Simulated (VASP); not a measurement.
# Si2IrRu2 (I4/mmm) in VASP: further runs, part 2 of 2

VASP 6.6.1. Earlier steps stand in the parts before.

## 3. Relaxation of cell and atoms, PBE, target pressure 5 GPa, at which the enthalpy is minimised

This run uses another cell than the first one, of 13.04 Å³/atom, 0.900 times its volume.

Input file INCAR:

```
SYSTEM = Si2IrRu2
PREC = Accurate
ENCUT = 600
EDIFF = 1E-6
ISMEAR = -1
SIGMA = 0.0789
LREAL = .FALSE.
LASPH = .TRUE.
NELM = 80
ALGO = Normal
ISIF = 3
LWAVE = .FALSE.
LCHARG = .FALSE.
GGA = PE
IBRION = 2
NSW = 100
EDIFFG = -0.03
PSTRESS = 50.0
```

Input file KPOINTS:

```
Automatic mesh
0
G
  7 7 7
  0 0 0
```

Input file POSCAR:

```
Si2IrRu2
1.0
    0.0000000000      3.8551500000      0.0000000000
    3.8551500000      0.0000000000      0.0000000000
    1.9275750000      1.9275750000     -4.3861550000
Ir Ru Si
1 2 2
Direct
    0.0000000000      0.0000000000      0.0000000000
    0.7500000000      0.2500000000      0.5000000000
    0.2500000000      0.7500000000      0.5000000000
    0.3540000000      0.3540000000      0.2920000000
    0.6460000000      0.6460000000      0.7080000000
```

Potentials or basis: VASP PAW PBE potentials, release 64 (Ir, Ru_pv, Si).

Command:

```console
$ cat potpaw_PBE.64/Ir/POTCAR potpaw_PBE.64/Ru_pv/POTCAR potpaw_PBE.64/Si/POTCAR > POTCAR
$ mpirun -np 1 vasp_std > vasp.out
```

OUTCAR:

```text
SYSTEM = Si2IrRu2
   PREC = Accurate
   ENCUT = 600
   EDIFF = 1E-6
   ISMEAR = -1
   LREAL = .FALSE.
   LASPH = .TRUE.
   NELM = 80
   ISIF = 3
   GGA = PE
   IBRION = 2
   NSW = 100
   EDIFFG = -0.03
   PSTRESS = 50.0

 ion  position               nearest neighbor table
   1  0.000  0.000  0.000-   2 2.92   3 2.92   2 2.92   3 2.92   2 2.92   3 2.92   2 2.92   3 2.92
                             5 3.01   5 3.01   5 3.01   5 3.01   4 3.01   4 3.01   4 3.01   4 3.01
   2  0.750  0.250  0.500-   4 2.13   4 2.13   5 2.13   5 2.13   3 2.73   3 2.73   3 2.73   3 2.73
                             1 2.92   1 2.92   1 2.92   1 2.92
   3  0.250  0.750  0.500-   4 2.13   4 2.13   5 2.13   5 2.13   2 2.73   2 2.73   2 2.73   2 2.73
                             1 2.92   1 2.92   1 2.92   1 2.92
   4  0.354  0.354  0.292-   2 2.13   3 2.13   3 2.13   2 2.13   5 2.56   1 3.01   1 3.01   1 3.01
                             1 3.01   1 3.11
   5  0.646  0.646  0.708-   3 2.13   2 2.13   2 2.13   3 2.13   4 2.56   1 3.01   1 3.01   1 3.01
                             1 3.01   1 3.11

[... 1039 lines left out ...]

[... ionic steps 4 to 9 ...]

--------------------------------------- Ionic step       10  -------------------------------------------

 number of electron      44.9999997 magnetization

------------------------ aborting loop because EDIFF is reached ----------------------------------------
[... 77 lines left out ...]
--------------------------------------- Ionic step       12  -------------------------------------------

 number of electron      44.9999998 magnetization

 Free energy of the ion-electron system (eV)
  ---------------------------------------------------
  ext. energy  EPLUGINS =         0.00000000
  ---------------------------------------------------
  free energy    TOTEN  =       -37.79199992 eV

  energy without entropy =      -37.66956451  energy(sigma->0) =      -37.73078221

 E-fermi :   9.7852     XC(G=0): -12.5963

 val. band max:        9.7843989004   @ k =   0.4286   0.1429  -0.0000
 cond. band min:       9.7981743437   @ k =   0.4286   0.4286  -0.0000
 fundamental gap:      0.0137754432
 Fermi energy:         9.7852223968

 k-point     1 :       0.0000    0.0000    0.0000
  band No.  band energies     occupation
      1     -32.7065      2.00000
      2     -32.7065      2.00000
      3     -32.4755      2.00000
      4     -32.3819      2.00000
      5     -32.3341      2.00000
      6     -32.3341      2.00000
[... 747 lines left out ...]
  energy  without entropy=      -37.6695645081  energy(sigma->0) =      -37.73078221

  enthalpy is  TOTEN    =       -35.5291983648 eV   P V=        2.2628015538

 reached required accuracy - stopping structural energy minimisation
```

OSZICAR:

```text
N       E                     dE             d eps       ncg     rms          rms(c)
DAV:   1     0.513656757014E+03    0.51366E+03   -0.26727E+04  2200   0.187E+03
[... 133 lines left out ...]
DAV:   3    -0.377987199108E+02    0.19264E+00   -0.12266E+00  2888   0.746E+00    0.786E-01
DAV:   4    -0.377921890064E+02    0.65309E-02   -0.39132E-02  2911   0.154E+00    0.204E-01
DAV:   5    -0.377919380568E+02    0.25095E-03   -0.27254E-03  2463   0.333E-01    0.106E-01
DAV:   6    -0.377919813389E+02   -0.43282E-04   -0.17377E-04  2935   0.105E-01    0.546E-02
DAV:   7    -0.377919979575E+02   -0.16619E-04   -0.32558E-05  2565   0.423E-02    0.123E-02
DAV:   8    -0.377919999969E+02   -0.20393E-05   -0.23094E-06  1807   0.101E-02    0.368E-03
DAV:   9    -0.377919999187E+02    0.78197E-07   -0.39012E-07  1212   0.400E-03
  12 F= -.35529198E+02 E0= -.35467981E+02  d E =-.192191E-02
```

CONTCAR:

```text
Si2IrRu2
   1.00000000000000
    -0.0000000000000000    3.9336437954299903   -0.0000000000000000
     3.9336437954299903    0.0000000000000000    0.0000000000000000
     1.9668218977149952    1.9668218977149952   -4.6859428244771282
  Ir              Ru              Si
     1     2     2
Direct
     0.0000000000000000    0.0000000000000000    1.0000000000000000
     0.7500000000000000    0.2500000000000000    0.5000000000000000
     0.2500000000000000    0.7500000000000000    0.5000000000000000
     0.3828579629747570    0.3828579629747570    0.2342840740504859
     0.6171420370252432    0.6171420370252432    0.7657159259495141

  0.00000000E+00  0.00000000E+00  0.00000000E+00
  0.00000000E+00  0.00000000E+00  0.00000000E+00
  0.00000000E+00  0.00000000E+00  0.00000000E+00
  0.00000000E+00  0.00000000E+00  0.00000000E+00
  0.00000000E+00  0.00000000E+00  0.00000000E+00
```

It took 19 min on 1 thread of AMD EPYC 7R13, shared host; peak memory 0.24 GiB.

What came out:

| Property | Result |
| --- | --- |
| Free energy | -37.7920 eV |
| Relaxed volume | 14.50 Å³/atom |
| Relaxed cell | a = 3.934 Å, b = 3.934 Å, c = 5.449 Å, α = 68.84°, β = 68.84°, γ = 90.00° |
| Space group after relaxing (to 0.05 Å) | I4/mmm (No. 139) |
| Energy change on relaxing (the enthalpy is what falls) | -563.9 meV/atom |
| Ionic steps | 12 |
| Pressure after relaxing | 4.9 GPa |
| Largest force after relaxing | 0.020 eV/Å |

Forces on the atoms (eV/Å):
```
Ir   0.000  0.000  0.000
Ru   0.000  0.000  0.000
Ru   0.000  0.000  0.000
Si   0.000  0.000 -0.020
Si   0.000  0.000  0.020
```

The path:
```csv
step,energy change (eV),largest force (eV/Å),pressure (GPa),volume (Å³)
1,0.0000,6.5513,54.41,65.19
2,3.4019,4.8306,-29.29,110.50
3,-2.5644,1.3973,-6.53,78.18
4,-2.5684,1.8404,-1.99,76.48
5,-2.5517,2.0278,0.00,75.81
6,-2.7214,0.0346,5.66,72.66
7,-2.7270,0.1972,5.28,72.81
8,-2.7720,0.0993,5.36,72.68
9,-2.8092,0.1256,5.65,72.32
10,-2.8078,0.1917,5.77,72.19
11,-2.8322,0.2789,3.17,73.14
12,-2.8196,0.0198,4.85,72.51
```

Final structure:
```
Ir Ru Si
1.0
     0.00000    3.93364    0.00000
     3.93364    0.00000    0.00000
     1.96682    1.96682   -4.68594
Ir Ru Si
1 2 2
Direct
  0.00000 0.00000 0.00000
  0.75000 0.25000 0.50000
  0.25000 0.75000 0.50000
  0.38286 0.38286 0.23428
  0.61714 0.61714 0.76572
```

Caveat: the cell is relaxed towards a set pressure, so the enthalpy falls and the energy may rise; spin-orbit coupling is left out, which moves the levels of the heavy elements.

## 4. Single point, PBE

This run uses another cell than the first one, of 13.04 Å³/atom, 0.900 times its volume.

Input file INCAR:

```
SYSTEM = Si2IrRu2
PREC     = Accurate       ! precision mode
ENCUT    = 520            ! plane-wave cutoff, eV
EDIFF    = 1E-7           ! SCF threshold, eV
ISMEAR   = -1             ! smearing method
SIGMA    = 0.0789         ! smearing width, eV
LREAL    = .False.        ! projectors in reciprocal space
LASPH    = .True.         ! aspherical terms in the spheres
NELM     = 100            ! most SCF steps
ALGO     = Normal         ! electronic algorithm
ISIF     = 2              ! what is computed and relaxed
LWAVE    = .False.        ! write WAVECAR
LCHARG   = .False.        ! write CHGCAR
GGA      = PE             ! functional
NBANDS   = 30             ! bands
```

Input file KPOINTS:

```
Automatic mesh
0
Gamma
  5 5 5
  0 0 0
```

POSCAR is that of step 3.

Command:

```console
$ cat potpaw_PBE.64/Ir/POTCAR potpaw_PBE.64/Ru_pv/POTCAR potpaw_PBE.64/Si/POTCAR > POTCAR
$ mpirun -np 1 vasp_std > vasp.out
```

It took 26 s on 1 thread of AMD EPYC 9R45 (Zen 5), shared host; peak memory 0.17 GiB.

It converged, with:

```
Free energy   : -34.9811 eV
Pressure      : 54.4 GPa
Largest force : 6.541 eV/Å
```

Forces on the atoms (eV/Å):
```
Ir   0.000  0.000  0.000
Ru   0.000  0.000  0.000
Ru   0.000  0.000  0.000
Si   0.000  0.000  6.541
Si   0.000  0.000 -6.541
```

Stress tensor (GPa, compression positive):
```
65.38  0.00  0.00
 0.00 65.38  0.00
 0.00  0.00 32.43
```

Levels at points of the mesh, in eV from the Fermi level:
```tsv
k point	band 18	band 19	band 20	band 21	band 22	band 23	band 24	band 25	band 26	band 27
(0.00, 0.00, 0.00)	-2.08	-1.90	-1.45	-0.98	-0.83	1.03	1.69	3.44	3.44	3.67
```

Caveat: spin-orbit coupling is left out, which moves the levels of the heavy elements; forces of over 1 eV/Å act on the atoms, so gaps and moduli don't describe the material at rest.

## 5. Summary

```tsv
task	cell	k mesh	cutoff (eV)	gap on the mesh (eV)	pressure (GPa)	largest force (eV/Å)
single point	a = 3.931, b = 3.931, c = 5.451 Å, angles 68.9, 68.9, 90.0°, 5 atoms	7 × 7 × 7	520	none	5.1	0.04
relaxation of cell and atoms	relaxed to 5 GPa from a = 3.855, b = 3.855, c = 5.164 Å, angles 68.1, 68.1, 90.0°, 5 atoms	7 × 7 × 7	600	none	4.9	0.02
single point	a = 3.855, b = 3.855, c = 5.164 Å, angles 68.1, 68.1, 90.0°, 5 atoms	5 × 5 × 5	520	none	54.4	6.54
```

Alike in all rows: level PBE; potentials or basis VASP PAW PBE potentials, release 64 (Ir, Ru_pv, Si); no spin polarisation; smearing fermi-dirac 0.0789 eV.

Caveats: spin-orbit coupling is left out, which moves the levels of the heavy elements; the cell is relaxed towards a set pressure, so the enthalpy falls and the energy may rise (some runs); forces of over 1 eV/Å act on the atoms, so gaps and moduli don't describe the material at rest (some runs).

Total energies depend on the potentials used, so only differences within one code and one set of settings carry meaning.
